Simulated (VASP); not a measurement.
A run of VASP 6.6.1 is set up as follows.

File INCAR:

```
SYSTEM = Sb
PREC     = Accurate       ! precision mode
ENCUT    = 500            ! plane-wave cutoff, eV
EDIFF    = 1E-6           ! SCF threshold, eV
ISMEAR   = -1             ! smearing method
SIGMA    = 0.08           ! smearing width, eV
LREAL    = .FALSE.        ! projectors in reciprocal space
LASPH    = .TRUE.         ! aspherical terms in the spheres
NELM     = 120            ! most SCF steps
ALGO     = Normal         ! electronic algorithm
ISIF     = 2              ! what is computed and relaxed
LWAVE    = .FALSE.        ! write WAVECAR
LCHARG   = .FALSE.        ! write CHGCAR
GGA      = PE             ! functional
NBANDS   = 12             ! bands
GGA_COMPAT= .FALSE.
```

KPOINTS

```
Automatic mesh
0
G
  10 10 10
  0 0 0
```

Contents of POSCAR:

```
Sb
1.0
    0.0000000000      3.4940310074      3.4940310074
    3.4940310074      0.0000000000      3.4940310074
    3.4940310074      3.4940310074      0.0000000000
Sb
2
Direct
   -0.1250000000     -0.1250000000     -0.1250000000
    0.1250000000      0.1250000000      0.1250000000
```

Potentials or basis: VASP PAW PBE potentials, release 64 (Sb).

Launch:

```bash
$ cat potpaw_PBE.64/Sb/POTCAR > POTCAR
$ mpirun -np 1 vasp_std > vasp.out
```

**Question.** Estimate the band gap on the k mesh.

**Answer.** Zero (band 5 reaches 4.47 eV, above the bottom of band 6 at 3.42 eV).

**Question.** Estimate the pressure.

**Answer.** 0.0 GPa.

Caveat: spin-orbit coupling is left out, which moves the levels of the heavy elements.
